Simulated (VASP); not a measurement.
Here is a VASP 6.6.1 calculation.

The input INCAR:

```
SYSTEM = TaVN2
PREC = Accurate
ENCUT = 520
EDIFF = 1E-6
ISMEAR = -1
SIGMA = 0.05
LREAL = .FALSE.
LASPH = .TRUE.
NELM = 150
ALGO = Normal
ISIF = 2
LWAVE = .FALSE.
LCHARG = .TRUE.
ISPIN = 2
MAGMOM = 0 2 0 0
LORBIT = 11
LMAXMIX = 4
GGA = PE
LELF = .TRUE.
LVHAR = .TRUE.
NBANDS = 29
```

Contents of KPOINTS:

```
regular mesh
0
G
  9 9 6
  0 0 0
```

File POSCAR:

```
TaVN2
1.0
    3.1096834999      0.0000000000      0.0000000000
    0.0000000000      3.1096834999      0.0000000000
    0.0000000000      0.0000000000      4.3803199011
Ta V N
1 1 2
Direct
    0.0000000000      0.0000000000      0.0000000000
    0.5000000000      0.5000000000      0.5000000000
    0.5000000000      0.5000000000      0.0000000000
    0.0000000000      0.0000000000      0.5000000000
```

Potentials or basis: VASP PAW PBE potentials, release 64 (Ta_pv, V_sv, N).

Launch:

```console
$ cat potpaw_PBE.64/Ta_pv/POTCAR potpaw_PBE.64/V_sv/POTCAR potpaw_PBE.64/N/POTCAR > POTCAR
$ mpirun -np 1 vasp_std > vasp.out
```

**Question.** What does it give for the pressure?

**Answer.** -15.0 GPa.

**Question.** What does it give for the site moments?

**Answer.** Ta -0.07; V +1.36; N +0.02, +0.01 μB.

Stress tensor (GPa, compression positive):
```
-14.96   0.00   0.00
  0.00 -14.96   0.00
  0.00   0.00 -15.23
```
